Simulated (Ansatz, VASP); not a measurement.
CsCaF3 in VASP and in Ansatz

INCAR

```
  PREC = Accurate
  ENCUT = 520
  EDIFF = 1E-7
  ISMEAR = 0
  SIGMA = 0.05
  LREAL = False
  LASPH = True
  NELM = 100
  ALGO = Normal
  ISIF = 2
  LWAVE = False
  LCHARG = True
  LELF = True
  LVHAR = True
  NBANDS = 28
```

Contents of KPOINTS:

```
regular mesh
0
Gamma
  6 6 6
```

The input POSCAR:

```
CsCaF3
1.0
    4.6561469609      0.0000000000      0.0000000000
    0.0000000000      4.6561469609      0.0000000000
    0.0000000000      0.0000000000      4.5883389954
Cs Ca F
1 1 3
Direct
    0.0000000000      0.0000000000      0.0000000000
    0.5000000000      0.5000000000      0.5000000000
    0.0000000000      0.5000000000      0.5000000000
    0.5000000000      0.0000000000      0.5000000000
    0.5000000000      0.5000000000      0.0000000000
```

Input for Ansatz:

```yaml
crystal:
  lattice:
    - [4.6561469609, 0.0, 0.0]
    - [0.0, 4.6561469609, 0.0]
    - [0.0, 0.0, 4.5883389954]
  atoms:
    - { symbol: Cs, position: [0.0, 0.0, 0.0] }
    - { symbol: Ca, position: [0.5, 0.5, 0.5] }
    - { symbol: F, position: [0.0, 0.5, 0.5] }
    - { symbol: F, position: [0.5, 0.0, 0.5] }
    - { symbol: F, position: [0.5, 0.5, 0.0] }
basis:
  ecutwfc: 420
kpoints:
  mp_grid: { grid: [6, 6, 6] }
hamiltonian:
  xc: lda
scf:
  occupations: { method: gaussian, width: 0.05 }
output:
  forces: true
  stress: true
  eigenvalues: true
```

Change from the starting cell: strain +0.030 along x and y, +0.015 along z, atoms carried along.

Alike in both runs: task single point; functional LDA; k mesh 6 × 6 × 6; occupations gaussian, width 0.05 eV; no spin polarisation.

|  | VASP | Ansatz |
| --- | --- | --- |
| version | VASP 6.6.1 | Ansatz 0.2.0 |
| potentials or method | VASP PAW LDA potentials, release 64 (Cs_sv, Ca_sv, F), cutoff 520 eV | scalar-relativistic, plane waves, PAW |
| valence electrons in the cell | 40 | 40 |

```csv
,VASP,Ansatz,Ansatz less VASP
gap on the k mesh at the Fermi level (eV),6.35,6.36,+0.013
least direct gap on the mesh (eV),6.41,6.42,+0.015
pressure (GPa),-6.6,-6.7,-0.12
"traceless stress, the component that is largest in VASP (GPa)",0.51,0.48,-0.029
```

LDA's correlation is that of Perdew and Zunger in VASP and of Perdew and Wang (1992) in Ansatz.

Spin-orbit coupling is off throughout.
